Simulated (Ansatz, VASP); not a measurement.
**One calculation of SbPt, two programs**

The input INCAR:

```
SYSTEM = SbPt
PREC = Accurate
ENCUT = 520
EDIFF = 1E-8
ISMEAR = -1
SIGMA = 0.08
LREAL = .FALSE.
LASPH = .TRUE.
NELM = 60
ALGO = Normal
ISIF = 2
LWAVE = .FALSE.
LCHARG = .FALSE.
LEFG = .TRUE.
NBANDS = 23
```

File KPOINTS:

```
regular mesh
0
G
  11 11 8
  0 0 0
```

File POSCAR:

```
SbPt
1.0
    4.2125978280      0.0000000000      0.0000000000
   -2.1062989140      3.6482167350      0.0000000000
    0.0000000000      0.0000000000      5.4720000000
Sb Pt
2 2
Direct
    0.3333333333      0.6666666667      0.2500000000
    0.6666666667      0.3333333333      0.7500000000
    0.0000000000      0.0000000000      0.0000000000
    0.0000000000      0.0000000000      0.5000000000
```

Input for Ansatz:

```yaml
crystal:
  lattice:
    - [4.212597828, 0.0, 0.0]
    - [-2.106298914, 3.648216735, 0.0]
    - [0.0, 0.0, 5.472]
  atoms:
    - { symbol: Sb, position: [0.3333333333, 0.6666666667, 0.25] }
    - { symbol: Sb, position: [0.6666666667, 0.3333333333, 0.75] }
    - { symbol: Pt, position: [0.0, 0.0, 0.0] }
    - { symbol: Pt, position: [0.0, 0.0, 0.5] }
kpoints:
  mp_grid: { grid: [11, 11, 8] }
scf:
  occupations: { method: fermi_dirac, width: 0.08 }
hamiltonian:
  xc: lda
  pseudopotentials: { kind: all_electron, datasets: crystal }
output:
  forces: true
  stress: true
  eigenvalues: true
  efg: { contact_densities: true }
```

Change from the starting cell: equal xx and yy strain of +2 %, crystal datasets.

Alike in both runs: task electric field gradients; functional LDA; k mesh 11 × 11 × 8; occupations fermi-dirac, width 0.08 eV; no spin polarisation.

```csv
,VASP,Ansatz
version,VASP 6.6.1,Ansatz 0.2.0
potentials or method,"VASP PAW LDA potentials, release 64 (Sb, Pt), cutoff 520 eV","all-electron PAW with datasets made for the crystal, scalar-relativistic"
```

Ansatz gave:

```
pressure (GPa)                                                : -5.2
traceless stress, the component that is largest in VASP (GPa) : 0.39
size of Vzz on the site where it differs most (V/Å²)          : 79.8
```

Q: Estimate VASP's values.

A: Pressure (GPa): -5.0; traceless stress, the component that is largest in VASP (GPa): 0.52; size of Vzz on the site where it differs most (V/Å²): 143.3.

LDA's correlation is that of Perdew and Zunger in VASP and of Perdew and Wang (1992) in Ansatz. Ansatz ran all-electron here, and VASP with PAW potentials.

Spin-orbit coupling is off throughout.
